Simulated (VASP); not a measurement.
Crystal: BaTa3.

```
CELL_PARAMETERS angstrom
4.40901 0.00000 0.00000
0.00000 4.40901 0.00000
0.00000 0.00000 4.40901
ATOMIC_POSITIONS crystal
Ba 0.00000 0.00000 0.00000
Ta 0.00000 0.50000 0.50000
Ta 0.50000 0.00000 0.50000
Ta 0.50000 0.50000 0.00000
```

| Property | Result |
| --- | --- |
| Program | VASP 6.6.1 |
| Task | relaxation of cell and atoms |
| Functional | PBE |
| Potentials or basis | VASP PAW PBE potentials, release 64 (Ba_sv, Ta_pv) |
| Cutoff | 600 eV |
| k mesh | 10 × 10 × 10 |
| Occupations | gaussian, width 0.1 eV |
| Spin | no spin polarisation |

At the start: pressure 4.7 GPa; volume 21.43 Å³/atom.

Question: How do energy, volume and symmetry change on relaxing?

Answer: Over 3 steps the energy falls by 12.8 meV/atom and the volume is 22.35 Å³/atom (+4.3 %); space group Pm-3m (No. 221, to 0.05 Å).

The path:
```tsv
step	energy change (eV)	largest force (eV/Å)	pressure (GPa)	volume (Å³)
1	0.0000	0.0000	4.65	85.71
2	0.0088	0.0000	-4.32	93.66
3	-0.0514	0.0000	-0.03	89.41
```

Final structure:
```xyz
4
Lattice="4.4716 0.0000 0.0000 0.0000 4.4716 0.0000 0.0000 0.0000 4.4716" Properties=species:S:1:pos:R:3 pbc="T T T"
Ba    0.0000    0.0000    0.0000
Ta    0.0000    2.2358    2.2358
Ta    2.2358    0.0000    2.2358
Ta    2.2358    2.2358    0.0000
```
